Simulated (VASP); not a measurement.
Au, 1 atom in the cell. It takes space group P6/mmm (No. 191, hexagonal). The conventional cell has a = 2.761 Å, b = 2.761 Å, c = 2.741 Å, α = 90.00°, β = 90.00°, γ = 120.00°. Au (site symmetry 6/mmm) has 8 Au at 2.74 to 2.76 Å within 3.6 Å. 

* Program: VASP 6.6.1
* Task: single point
* Functional: LDA
* Potentials or basis: VASP PAW LDA potentials, release 64 (Au)
* Cutoff: 520 eV
* k mesh: 16 × 16 × 15
* Occupations: fermi-dirac, width 0.05 eV
* Spin: no spin polarisation
* Dipole correction: no
* Further INCAR settings: ALGO = Normal; EDIFF = 1e-06; NBANDS = 12

Potentials or basis: VASP PAW LDA potentials, release 64 (Au).

Launch:

```console
$ cat potpaw_LDA.64/Au/POTCAR > POTCAR
$ mpirun -np 1 vasp_std > vasp.out
```

Hardware: 1 thread of Intel(R) Xeon(R) 6975P-C (Granite Rapids), on a shared host.

How long does it take, and how much memory?

Run time: 13 s on 1 thread of Intel(R) Xeon(R) 6975P-C (Granite Rapids), on a shared host, peak memory 0.16 GiB. Counts: scf iterations 11, k points 240.
